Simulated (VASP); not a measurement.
Wanted: the native input for a VASP 6.6.1 run.

```yaml
Task: density of states
Functional: PBEsol
Potentials_or_basis: VASP PAW PBE potentials, release 64 (Hf_pv, N)
Cutoff: 520 eV
k_mesh: 10 × 10 × 10
Occupations: gaussian, width 0.05 eV
Spin: no spin polarisation
Dipole_correction: no
k_mesh_for_the_DOS: 15 × 15 × 15
Occupations_for_the_DOS: tetrahedron
Further_INCAR_settings: ALGO = Normal; EDIFF = 1e-06; NBANDS = 23
```

Crystal: HfN.

```
CELL_PARAMETERS angstrom
1.57682 -5.40052 0.00000
1.57682 5.40052 0.00000
0.00000 0.00000 3.07878
ATOMIC_POSITIONS crystal
Hf 0.85514 0.14486 0.25000
Hf 0.14486 0.85514 0.75000
N 0.65008 0.34992 0.25000
N 0.34992 0.65008 0.75000
```

One way to write it, as run:

POSCAR

```
HfN
1.0
    1.5768155150     -5.4005224154      0.0000000000
    1.5768155150      5.4005224154      0.0000000000
    0.0000000000      0.0000000000      3.0787759002
Hf N
2 2
Direct
    0.8551425796      0.1448574204      0.2500000000
    0.1448574204      0.8551425796      0.7500000000
    0.6500840151      0.3499159849      0.2500000000
    0.3499159849      0.6500840151      0.7500000000
```

INCAR.step1

```
PREC = Accurate ; ENCUT = 520
EDIFF = 1E-6 ; ISMEAR = 0
SIGMA = 0.05 ; LREAL = F
LASPH = T ; NELM = 100
ALGO = Normal ; ISIF = 2
LWAVE = F ; LCHARG = T
LMAXMIX = 4 ; GGA = PS
NBANDS = 23
```

KPOINTS.step1

```
regular mesh
0
Gamma
  10 10 10
```

INCAR.step2

```
PREC = Accurate ; ENCUT = 520
EDIFF = 1E-6 ; ISMEAR = -5
SIGMA = 0.05 ; LREAL = F
LASPH = T ; NELM = 100
ALGO = Normal ; ISIF = 2
LWAVE = F ; LCHARG = F
LMAXMIX = 4 ; GGA = PS
LORBIT = 11 ; NBANDS = 23
NEDOS = 2001 ; ICHARG = 11
```

KPOINTS.step2

```
regular mesh
0
Gamma
  15 15 15
```

Potentials or basis: VASP PAW PBE potentials, release 64 (Hf_pv, N).

Launch:

```sh
$ cat potpaw_PBE.64/Hf_pv/POTCAR potpaw_PBE.64/N/POTCAR > POTCAR
$ cp INCAR.step1 INCAR
$ cp KPOINTS.step1 KPOINTS
$ mpirun -np 1 vasp_std > vasp.out
$ cp INCAR.step2 INCAR
$ cp KPOINTS.step2 KPOINTS
$ mpirun -np 1 vasp_std > vasp.out
```

It gave:

| Property | Result |
| --- | --- |
| Valence electrons inside the program's atomic spheres | Hf 8.65; N 3.71 |

Caveat: spin-orbit coupling is left out, which moves the levels of the heavy elements.

It took 5.2 min on 1 thread of Intel(R) Xeon(R) 6975P-C (Granite Rapids), with other jobs on the host, peak memory 0.6 GiB.
